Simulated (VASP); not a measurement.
Crystal: Ga.

```xyz
2
Lattice="2.7784 0.0000 0.0000 0.0000 3.2816 0.0000 -1.3434 0.0000 3.9903" Properties=species:S:1:pos:R:3 pbc="T T T"
Ga    2.0957    0.8204    0.9171
Ga   -0.6607    2.4612    3.0732
```

```yaml
Program: VASP 6.6.1
Task: relaxation of volume and atoms at fixed shape
Functional: LDA
Potentials_or_basis: VASP PAW LDA potentials, release 64 (Ga_d)
Cutoff: 600 eV
k_mesh: 7 × 6 × 5
Occupations: fermi-dirac, width 0.01 eV
Spin: no spin polarisation
```

At the start: pressure -2.8 GPa; volume 18.19 Å³/atom.

Question: How do energy, volume and symmetry change on relaxing?

Answer: Over 29 steps the energy falls by 8.2 meV/atom and the volume is 17.37 Å³/atom (-4.5 %); space group P2_1/m (No. 11, to 0.05 Å).

Step by step:
| step | energy change (eV) | largest force (eV/Å) | pressure (GPa) | volume (Å³) |
| --- | --- | --- | --- | --- |
| 1 | 0.0000 | 0.1273 | -2.82 | 36.38 |
| 2 | -0.0157 | 0.0839 | 0.10 | 34.72 |
| 3 | -0.0157 | 0.0830 | 0.09 | 34.72 |
| 4 | -0.0162 | 0.0340 | 0.02 | 34.74 |
| 5 | -0.0163 | 0.0042 | -0.14 | 34.75 |
| 6 | -0.0163 | 0.0074 | 0.25 | 34.67 |
| 7 | -0.0163 | 0.0044 | 0.01 | 34.73 |
| 8 | -0.0163 | 0.0047 | 0.05 | 34.74 |
| 9 | -0.0163 | 0.0044 | 0.06 | 34.74 |
| 10 | -0.0163 | 0.0049 | 0.03 | 34.75 |
| 11 | -0.0163 | 0.0050 | -0.06 | 34.75 |
| 12 | -0.0163 | 0.0031 | 0.01 | 34.75 |
| 13 | -0.0163 | 0.0040 | 0.04 | 34.75 |
| 14 | -0.0163 | 0.0059 | 0.03 | 34.75 |
| 15 | -0.0163 | 0.0056 | 0.00 | 34.75 |
| 16 | -0.0163 | 0.0044 | 0.02 | 34.75 |
| 17 | -0.0163 | 0.0044 | 0.02 | 34.75 |
| 18 | -0.0163 | 0.0030 | 0.00 | 34.76 |
| 19 | -0.0163 | 0.0022 | -0.11 | 34.77 |
| 20 | -0.0163 | 0.0048 | 0.09 | 34.76 |
| 21 | -0.0163 | 0.0019 | 0.00 | 34.76 |
| 22 | -0.0163 | 0.0022 | -0.04 | 34.76 |
| 23 | -0.0163 | 0.0023 | -0.01 | 34.75 |
| 24 | -0.0163 | 0.0023 | 0.03 | 34.75 |
| 25 | -0.0163 | 0.0044 | -0.09 | 34.75 |
| 26 | -0.0163 | 0.0025 | 0.13 | 34.75 |
| 27 | -0.0163 | 0.0042 | 0.05 | 34.75 |
| 28 | -0.0163 | 0.0043 | 0.01 | 34.75 |
| 29 | -0.0163 | 0.0009 | 0.01 | 34.75 |

Final structure:
```
Ga
1.0
     2.73616    0.00000    0.00000
     0.00000    3.23170    0.00000
    -1.32300    0.00000    3.92958
Ga
2
Direct
  0.86739 0.25000 0.23311
  0.13261 0.75000 0.76689
```
